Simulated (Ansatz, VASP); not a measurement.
NaH in VASP and in Ansatz

The input POSCAR:

```
NaH
1.0
    0.0000000000      2.4399238380      2.5911991160
    2.4399238380      0.0000000000      2.5911991160
    2.4399238380      2.4399238380      0.0000000000
Na H
1 1
Direct
    0.0000000000      0.0000000000      0.0000000000
    0.5000000000      0.5000000000      0.5000000000
```

File INCAR.step1:

```
SYSTEM = NaH
PREC = Accurate
ENCUT = 520
ISMEAR = -1
SIGMA = 0.2
LREAL = .False.
LASPH = .True.
NELM = 60
NBANDS = 11
GGA = PE
ALGO = Normal
EDIFF = 1E-4
LWAVE = .True.
LCHARG = .False.
```

INCAR.step2

```
SYSTEM = NaH
PREC = Accurate
ENCUT = 520
EDIFF = 1E-6
ISMEAR = -1
SIGMA = 0.2
LREAL = .False.
LASPH = .True.
NELM = 60
ALGO = Normal
ISIF = 2
LWAVE = .False.
LCHARG = .False.
METAGGA = R2SCAN
LMIXTAU = .True.
NBANDS = 11
ISTART = 1
```

The input KPOINTS:

```
Automatic mesh
0
Gamma
  10 10 10
  0 0 0
```

Input for Ansatz:

```yaml
crystal:
  lattice:
    - [0.0, 2.439923838, 2.591199116]
    - [2.439923838, 0.0, 2.591199116]
    - [2.439923838, 2.439923838, 0.0]
  atoms:
    - { symbol: Na, position: [0.0, 0.0, 0.0] }
    - { symbol: H, position: [0.5, 0.5, 0.5] }
basis:
  ecutwfc: 520.0
kpoints:
  mp_grid: { grid: [10, 10, 10] }
hamiltonian:
  xc: r2scan
scf:
  occupations: { method: fermi_dirac, width: 0.2 }
output:
  forces: true
  stress: true
  eigenvalues: true
```

Alike in both runs: task single point; functional r2SCAN; k mesh 10 × 10 × 10; occupations fermi-dirac, width 0.2 eV; no spin polarisation.

|  | VASP | Ansatz |
| --- | --- | --- |
| version | VASP 6.6.1 | Ansatz 0.2.0 |
| potentials or method | VASP PAW PBE potentials, release 64 (Na_pv, H), cutoff 520 eV | scalar-relativistic, plane waves, PAW |
| valence electrons in the cell | 8 | 10 |

Ansatz gave:

```
gap on the k mesh at the Fermi level (eV)                     : 4.17
least direct gap on the mesh (eV)                             : 4.90
pressure (GPa)                                                : -2.1
traceless stress, the component that is largest in VASP (GPa) : -0.80
```

Which values does VASP return?

gap on the k mesh at the Fermi level (eV): 4.18; least direct gap on the mesh (eV): 4.91; pressure (GPa): -2.4; traceless stress, the component that is largest in VASP (GPa): -0.82.

VASP's potentials were made for PBE, not for r2SCAN. The functional is the same, so the differences come from potentials, cutoffs and numerics. VASP's potentials hold 8 valence electrons a cell and Ansatz's 10, so a difference there can come from the potentials and not from the codes.
